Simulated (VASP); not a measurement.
# CdS (Hawleyite) (F-43m) in VASP: notebook

The runs below take CdS (Hawleyite) through single point, with PBEsol.

Program: VASP 6.6.1. These are calculated values, not measurements. Logs are shortened: lines on timing, memory, paths and dates and some standing lists are left out, and cuts for length are marked.

## 1. The cell of the first run

The structure is cubic, space group F-43m (No. 216). The conventional cell has a = 5.833 Å, b = 5.833 Å, c = 5.833 Å, α = 90.00°, β = 90.00°, γ = 90.00°. Cd (site symmetry -43m) has 4 S at 2.53 Å within 3.3 Å. Within 3.3 Å of S (site symmetry -43m) lie 4 Cd at 2.53 Å.

## 2. Single point, PBEsol

Contents of INCAR:

```
SYSTEM = CdS
PREC = Accurate ; ENCUT = 520
EDIFF = 1E-6 ; ISMEAR = 1
SIGMA = 0.1 ; LREAL = .False.
LASPH = .True. ; NELM = 100
ALGO = Normal ; ISIF = 2
LWAVE = .False. ; LCHARG = .False.
GGA = PS ; NBANDS = 16
```

Contents of KPOINTS:

```
Automatic mesh
0
Gamma
  2 2 2
  0 0 0
```

Contents of POSCAR:

```
CdS
1.0
    0.0000000000      2.9165000000      2.9165000000
    2.9165000000      0.0000000000      2.9165000000
    2.9165000000      2.9165000000      0.0000000000
Cd S
1 1
Direct
    0.0000000000      0.0000000000      0.0000000000
    0.2500000000      0.2500000000      0.2500000000
```

Potentials or basis: VASP PAW PBE potentials, release 64 (Cd, S).

Command:

```bash
cat potpaw_PBE.64/Cd/POTCAR potpaw_PBE.64/S/POTCAR > POTCAR
mpirun -np 1 vasp_std > vasp.out
```

OUTCAR:

```text
SYSTEM = CdS
   PREC = Accurate
   ENCUT = 520
   EDIFF = 1E-6
   ISMEAR = 1
   LREAL = .False.
   LASPH = .True.
   NELM = 100
   ISIF = 2
   GGA = PS

 ion  position               nearest neighbor table
   1  0.000  0.000  0.000-   2 2.53   2 2.53   2 2.53   2 2.53
   2  0.250  0.250  0.250-   1 2.53   1 2.53   1 2.53   1 2.53

  LATTYP: Found a face centered cubic cell.
 ALAT       =     5.8330000000

  Lattice vectors:

 A1 = (   0.0000000000,   2.9165000000,   2.9165000000)
 A2 = (   2.9165000000,   0.0000000000,   2.9165000000)
 A3 = (   2.9165000000,   2.9165000000,   0.0000000000)

Analysis of symmetry for initial positions (statically):
=====================================================================
 Subroutine PRICEL returns:
 Original cell was already a primitive cell.

 Routine SETGRP: Setting up the symmetry group for a
 face centered cubic supercell.

 Subroutine GETGRP returns: Found 24 space group operations
 (whereof 24 operations were pure point group operations)
 out of a pool of 48 trial point group operations.

The static configuration has the point symmetry T_d .

Analysis of symmetry for dynamics (positions and initial velocities):
=====================================================================
 Subroutine PRICEL returns:
 Original cell was already a primitive cell.

 Routine SETGRP: Setting up the symmetry group for a
 face centered cubic supercell.

 Subroutine GETGRP returns: Found 24 space group operations
 (whereof 24 operations were pure point group operations)
 out of a pool of 48 trial point group operations.

The dynamic configuration has the point symmetry T_d .

 Subroutine INISYM returns: Found 24 space group operations
 (whereof 24 operations are pure point group operations),
 and found     1 'primitive' translations

----------------------------------------------------------------------------------------

                                     Primitive cell

  volume of cell :      49.6153

  direct lattice vectors                    reciprocal lattice vectors
     0.000000000  2.916500000  2.916500000    -0.171438368  0.171438368  0.171438368
     2.916500000  0.000000000  2.916500000     0.171438368 -0.171438368  0.171438368
     2.916500000  2.916500000  0.000000000     0.171438368  0.171438368 -0.171438368

  length of vectors
     4.124553855  4.124553855  4.124553855     0.296939964  0.296939964  0.296939964

  position of ions in fractional coordinates (direct lattice)
     0.000000000  0.000000000  0.000000000
     0.250000000  0.250000000  0.250000000

  ion indices of the primitive-cell ions
   primitive index   ion index
                 1           1
                 2           2

----------------------------------------------------------------------------------------

 KPOINTS: Automatic mesh

Automatic generation of k-mesh.
 Grid dimensions read from file:
 generate k-points for:    2    2    2

 Generating k-lattice:

  Cartesian coordinates                     Fractional coordinates (reciprocal lattice)
    -0.085719184  0.085719184  0.085719184     0.500000000  0.000000000  0.000000000
     0.085719184 -0.085719184  0.085719184     0.000000000  0.500000000  0.000000000
     0.085719184  0.085719184 -0.085719184     0.000000000  0.000000000  0.500000000

  Length of vectors
     0.148469982  0.148469982  0.148469982

  Shift w.r.t. Gamma in fractional coordinates (k-lattice)
     0.000000000  0.000000000  0.000000000

 Subroutine IBZKPT returns following result:
 ===========================================

 Found      3 irreducible k-points:

 Following reciprocal coordinates:
            Coordinates               Weight
  0.000000  0.000000  0.000000      1.000000
  0.500000  0.000000  0.000000      4.000000
  0.500000  0.500000  0.000000      3.000000
   k-points           NKPTS =      3   k-points in BZ     NKDIM =      3   number of bands    NBANDS=     16
   number of dos      NEDOS =    301   number of ions     NIONS =      2
   total plane-waves  NPLWV =  32768
   dimension x,y,z NGX =    32 NGY =   32 NGZ =   32
   dimension x,y,z NGXF=    64 NGYF=   64 NGZF=   64
   ions per type =               1   1
   NGX,Y,Z   is equivalent  to a cutoff of  12.90, 12.90, 12.90 a.u.
   NGXF,Y,Z  is equivalent  to a cutoff of  25.80, 25.80, 25.80 a.u.
 SYSTEM =  CdS
   PREC   = accura    normal or accurate (medium, high low for compatibility)
   ISTART =      0    job   : 0-new  1-cont  2-samecut
   ICHARG =      2    charge: 1-file 2-atom 10-const
   ISPIN  =      1    spin polarized calculation?
   LNONCOLLINEAR =      F non collinear calculations
   LSORBIT =      F    spin-orbit coupling
   LASPH  =      T    aspherical Exc in radial PAW
   ENCUT  =  520.0 eV  38.22 Ry    6.18 a.u.   7.67  7.67  7.67*2*pi/ulx,y,z
   NELM   =    100;   NELMIN=  2; NELMDL= -5     # of ELM steps
   EDIFF  = 0.1E-05   stopping-criterion for ELM
   LREAL  =      F    real-space projection
   EDIFFG = 0.1E-04   stopping-criterion for IOM
   NSW    =      0    number of steps for IOM
   IBRION =     -1    ionic relax: 0-MD 1-quasi-New 2-CG
   NFREE  =      0    steps in history (QN), initial steepest desc. (CG)
   ISIF   =      2    stress and relaxation
   ISYM   =      2    0-nonsym 1-usesym 2-fastsym
   POTIM  = 0.5000    time-step for ionic-motion
   TEBEG  =    0.0;   TEEND  =   0.0 temperature during run
   PSTRESS=    0.0 pullay stress
   NELECT =      18.0000    total number of electrons
   NUPDOWN=      -1.0000    fix difference up-down
   EMIN   =  10.00;   EMAX   =-10.00  energy-range for DOS
   EFERMI =   0.00;   METHOD = LEGACY
   ISMEAR =     1;   SIGMA  =   0.10  broadening in eV -4-tet -1-fermi 0-gaus
   EFERMI_NEDOS =   21; number of points for ismear=-14 and -15
   IALGO  =     38    algorithm
   IMIX   =      4    mixing-type and parameters
     AMIX     =   0.40;   BMIX     =  1.00
     AMIX_MAG =   1.60;   BMIX_MAG =  1.00
  volume/ion in A,a.u.               =      24.81       167.41
  Fermi-wavevector in a.u.,A,eV,Ry     =   1.167599  2.206442 18.548649  1.363287
  Thomas-Fermi vector in A             =   2.304097
   LORBIT       =      0    0 simple, 1 ext, 2 COOP (PROOUT), +10 PAW based schemes
   GGA     = PS    functional components
   LHFCALC =     F    Hartree Fock is set to
   AEXX    =    0.0000 exact exchange contribution
   IVDW    =     0    specifies the selected vdW correction
   LEPSILON=     F    determine dielectric tensor
   LRPA    =     F    only Hartree local field effects (RPA)
 non-spin polarized calculation
 Methfessel and Paxton  Order N= 1 SIGMA  =   0.10
  energy-cutoff  :      520.00
  volume of cell :       49.62
 maximum number of plane-waves:      1363
 NGX is ok and might be reduce to    32
   NGX = 15   NGY = 15   NGZ = 15

 number of electron      18.0000004 magnetization

 Free energy of the ion-electron system (eV)
  ---------------------------------------------------
  ext. energy  EPLUGINS =         0.00000000
  ---------------------------------------------------
  free energy    TOTEN  =        -5.81423002 eV

  energy without entropy =       -5.81640423  energy(sigma->0) =       -5.81495476

 E-fermi :   1.6325     XC(G=0):  -9.2403

 val. band max:        1.5482910683   @ k =   0.0000   0.0000   0.0000
 cond. band min:       2.3930272530   @ k =   0.0000   0.0000   0.0000
 fundamental gap:      0.8447361847
 Fermi energy:         1.6324791913

 k-point     1 :       0.0000    0.0000    0.0000
  band No.  band energies     occupation
      1     -10.8003      2.00000
      2      -6.5358      2.00000
      3      -6.5358      2.00000
      4      -6.5358      2.00000
      5      -6.0900      2.00000
      6      -6.0900      2.00000
[... 8 lines left out ...]
     15      12.8213      0.00000
     16      12.8213      0.00000

 k-point     2 :       0.5000    0.0000    0.0000
  band No.  band energies     occupation
      1     -10.3517      2.00000
      2      -6.4219      2.00000
      3      -6.4219      2.00000
      4      -6.0506      2.00000
      5      -6.0506      2.00000
      6      -5.6689      2.00000
[... 8 lines left out ...]
     15      13.9032      0.00000
     16      13.9032      0.00000

 k-point     3 :       0.5000    0.5000    0.0000
  band No.  band energies     occupation
      1     -10.2147      2.00000
      2      -6.3436      2.00000
      3      -6.1988      2.00000
      4      -6.1988      2.00000
      5      -6.0033      2.00000
      6      -5.5915      2.00000
[... 8 lines left out ...]
     15      13.7621      0.00000
     16      14.9034      0.00000

------------------------ aborting loop because EDIFF is reached ----------------------------------------

  FORCE on cell =-STRESS in cart. coord.  units (eV):
  Direction    XX          YY          ZZ          XY          YZ          ZX
  --------------------------------------------------------------------------------------
  -------------------------------------------------------------------------------------
  Total        1.1041717      1.1041717      1.1041717      0.0000000      0.0000000      0.0000000
  in kB       35.6558883     35.6558883     35.6558883      0.0000000      0.0000000      0.0000000
  external PRESSURE =      35.6558883 kB  Pullay stress =       0.0000000 kB

 VOLUME and BASIS-vectors are now :
 -----------------------------------------------------------------------------
  energy-cutoff  :      520.00
  volume of cell :       49.62
      direct lattice vectors                 reciprocal lattice vectors
     0.000000000  2.916500000  2.916500000    -0.171438368  0.171438368  0.171438368
     2.916500000  0.000000000  2.916500000     0.171438368 -0.171438368  0.171438368
     2.916500000  2.916500000  0.000000000     0.171438368  0.171438368 -0.171438368

 POSITION                                       TOTAL-FORCE (eV/Angst)
 -----------------------------------------------------------------------------------
      0.00000      0.00000      0.00000        -0.000000     -0.000000     -0.000000
      1.45825      1.45825      1.45825         0.000000      0.000000      0.000000
 -----------------------------------------------------------------------------------
    total drift:                               -0.000000     -0.000000     -0.000000

  FREE ENERGIE OF THE ION-ELECTRON SYSTEM (eV)
  ---------------------------------------------------
  free  energy   TOTEN  =        -5.8142300178 eV

  energy  without entropy=       -5.8164042323  energy(sigma->0) =       -5.81495476
```

Run time: 3.9 s. Hardware: 1 thread of AMD EPYC 9R14 (Zen 4), shared host; peak memory 0.14 GiB.

What came out:

```
Free energy            : -5.8142 eV
Pressure               : 3.6 GPa
Band gap on the k mesh : 0.84 eV, direct
```

Caveat: the k points lie up to 0.93 Å⁻¹ apart; the PAW data sets were made with another functional, which shifts forces and pressure a little. A hybrid or GW would open this gap; PBEsol tends to underestimate it.

## 3. Single point, PBEsol

Contents of INCAR:

```
SYSTEM = CdS
ALGO = Normal
EDIFF = 1E-7
ENCUT = 520
GGA = PS
ISIF = 2
ISMEAR = 1
LASPH = .TRUE.
LCHARG = .FALSE.
LREAL = .FALSE.
LWAVE = .FALSE.
NBANDS = 16
NELM = 100
PREC = Accurate
SIGMA = 0.1
```

Contents of KPOINTS:

```
k-points
0
G
  4 4 4
  0 0 0
```

POSCAR is that of step 2.

Potentials or basis: VASP PAW PBE potentials, release 64 (Cd, S).

Command:

```bash
cat potpaw_PBE.64/Cd/POTCAR potpaw_PBE.64/S/POTCAR > POTCAR
mpirun -np 1 vasp_std > vasp.out
```

It took 6.6 s on 1 thread of AMD EPYC 9R14 (Zen 4), shared host; peak memory 0.14 GiB.

It converged, with:

- Free energy: -6.7765 eV
- Pressure: 0.3 GPa
- Band gap on the k mesh: 1.00 eV, direct

Levels at points of the mesh, in eV from the valence-band top:
| k point | band 6 | band 7 | band 8 | band 9 | band 10 | band 11 | band 12 | band 13 |
| --- | --- | --- | --- | --- | --- | --- | --- | --- |
| (0.00, 0.00, 0.00) | -7.27 | 0.00 | 0.00 | 0.00 | 1.00 | 6.43 | 6.43 | 6.43 |
| (0.50, 0.00, 0.00) | -6.88 | -4.49 | -0.77 | -0.77 | 2.88 | 6.90 | 6.90 | 7.32 |
| (0.50, 0.50, 0.00) | -6.82 | -4.03 | -1.92 | -1.92 | 3.37 | 4.24 | 9.07 | 10.66 |

Caveat: the k points lie up to 0.47 Å⁻¹ apart; the PAW data sets were made with another functional, which shifts forces and pressure a little.
